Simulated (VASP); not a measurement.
## Pt: single point with PBEsol

The system is Pt.

```
CELL_PARAMETERS angstrom
0.00000 1.90895 1.95790
1.90895 0.00000 1.95790
1.90895 1.90895 0.00000
ATOMIC_POSITIONS crystal
Pt 0.00000 0.00000 0.00000
```

This cell differs from its parent crystal: strain -0.0250 x Voigt [1, 1, 0, 0, 0, 0].

```json
{
 "Program": "VASP 6.6.1",
 "Task": "single point",
 "Functional": "PBEsol",
 "Potentials or basis": "VASP PAW PBE potentials, release 64 (Pt)",
 "Cutoff": "520 eV",
 "k mesh": "20 × 20 × 20",
 "Occupations": "gaussian, width 0.15 eV",
 "Spin": "no spin polarisation"
}
```

| Quantity | Value |
| --- | --- |
| Pressure | 17.2 GPa |
| Band gap on the k mesh | zero (band 5 reaches 12.90 eV, above the bottom of band 6 at 10.30 eV) |

Stress tensor (GPa, compression positive):
```
18.37  0.00  0.00
 0.00 18.37  0.00
 0.00  0.00 14.73
```

Levels at points of the mesh, in eV from the Fermi level:
```tsv
k point	band 2	band 3	band 4	band 5	band 6	band 7	band 8	band 9
(0.00, 0.00, 0.00)	-4.38	-4.06	-4.06	-1.98	-1.59	14.45	19.24	19.96
(0.50, 0.00, 0.00)	-4.40	-4.08	-0.79	-0.03	0.13	6.24	14.00	19.09
(0.50, 0.50, 0.00)	-7.26	0.05	0.53	0.53	1.26	8.99	11.81	11.81
(0.50, 0.00, 0.50)	-7.26	0.01	0.41	0.70	1.77	9.68	11.24	11.46
```

Wall time 41 s on 1 thread of Intel(R) Xeon(R) 6975P-C (Granite Rapids) (shared host), peak memory 0.21 GiB.

Caveat: the cell differs from its parent crystal (strain -0.0250 x Voigt [1, 1, 0, 0, 0, 0]); the PAW data sets were made with another functional, which shifts forces and pressure a little; spin-orbit coupling is left out, which moves the levels of the heavy elements.
